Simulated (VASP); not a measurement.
Wanted: the native input for a VASP 6.6.1 run.

- Task: relaxation of cell and atoms
- Functional: r2SCAN
- Dispersion: rVV10
- Potentials or basis: VASP PAW PBE potentials, release 64 (Hf_pv, N)
- Cutoff: 600 eV
- k mesh: 11 × 11 × 11
- Occupations: methfessel-paxton, width 0.1 eV
- Spin: no spin polarisation
- Dipole correction: no
- Further INCAR settings: ALGO = Normal; EDIFF = 1e-06; IBRION = 2; EDIFFG = -0.01; NSW = 80; ISIF = 3

The system is HfN.

```
Hf N
1.0
     3.19047    0.00000    0.00000
     1.59523    2.76302    0.00000
     1.59523    0.92101    2.60500
Hf N
1 1
Direct
  0.00000 0.00000 0.00000
  0.50000 0.50000 0.50000
```

One way to write it, as run:

POSCAR

```
HfN
1.0
    3.1904660000      0.0000000000      0.0000000000
    1.5952330000      2.7630246059      0.0000000000
    1.5952330000      0.9210082020      2.6050045806
Hf N
1 1
Direct
    0.0000000000      0.0000000000      0.0000000000
    0.5000000000      0.5000000000      0.5000000000
```

INCAR.step1

```
ALGO = Normal ; EDIFF = 1E-4
ENCUT = 600 ; GGA = PE
ISMEAR = 1 ; LASPH = T
LCHARG = F ; LREAL = F
LWAVE = T ; NELM = 80
PREC = Accurate ; SIGMA = 0.1
```

INCAR.step2

```
ALGO = Normal ; BPARAM = 11.95
CPARAM = 0.0093 ; EDIFF = 1E-6
EDIFFG = -0.01 ; ENCUT = 600
IBRION = 2 ; ISIF = 3
ISMEAR = 1 ; ISTART = 1
IVDW_NL = 2 ; LASPH = T
LCHARG = F ; LMIXTAU = T
LREAL = F ; LUSE_VDW = T
LWAVE = F ; METAGGA = R2SCAN
NELM = 80 ; NSW = 80
PREC = Accurate ; SIGMA = 0.1
```

KPOINTS

```
k-points
0
Gamma
  11 11 11
```

Potentials or basis: VASP PAW PBE potentials, release 64 (Hf_pv, N).

Launch:

```bash
$ cat potpaw_PBE.64/Hf_pv/POTCAR potpaw_PBE.64/N/POTCAR > POTCAR
$ cp INCAR.step1 INCAR
$ mpirun -np 1 vasp_std > vasp.out
$ cp INCAR.step2 INCAR
$ mpirun -np 1 vasp_std > vasp.out
```

Results of the run:

```yaml
Relaxed_volume: 11.43 Å³/atom
Relaxed_cell: a = 3.186 Å, b = 3.186 Å, c = 3.186 Å, α = 60.00°, β = 60.00°, γ = 60.00°
Space_group_after_relaxing_to_0.05_Å: Fm-3m (No. 225)
Energy_gained_by_relaxing: 0.2 meV/atom
Ionic_steps: 3
Pressure_after_relaxing: -0.1 GPa
```

Caveat: the PAW data sets were made with another functional, which shifts forces and pressure a little.

Wall time 2.7 min on 1 thread of Intel(R) Xeon(R) 6975P-C (Granite Rapids), on a shared host, peak memory 0.28 GiB.
